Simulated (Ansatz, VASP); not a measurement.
AgCl in VASP and in Ansatz

```
Ag Cl
1.0
     0.00000    2.77318    2.77318
     2.66226    0.00000    2.77318
     2.66226    2.77318    0.00000
Ag Cl
1 1
Direct
  0.00000 0.00000 0.00000
  0.50000 0.50000 0.50000
```

Change from the starting cell: uniaxial_x strain -4.0%.

Alike in both runs: task single point; functional r2SCAN; k mesh 8 × 8 × 8; no spin polarisation.

|  | VASP | Ansatz |
| --- | --- | --- |
| version | VASP 6.6.1 | Ansatz 0.2.0 |
| potentials or method | VASP PAW PBE potentials, release 64 (Ag, Cl) | plane waves, PAW |
| plane-wave cutoff (eV) | 520 | 500 |
| occupations | gaussian, width 0.01 eV | fixed |
| valence electrons in the cell | 18 | 26 |

```csv
,VASP,Ansatz,Ansatz less VASP
gap on the k mesh at the Fermi level (eV),1.30,1.35,+0.053
pressure (GPa),2.4,2.4,+0.07
"traceless stress, the component that is largest in VASP (GPa)",1.18,1.20,+0.021
```

VASP's potentials were made for PBE, not for r2SCAN. VASP's potentials hold 18 valence electrons a cell and Ansatz's 26, so a difference there can come from the potentials and not from the codes.
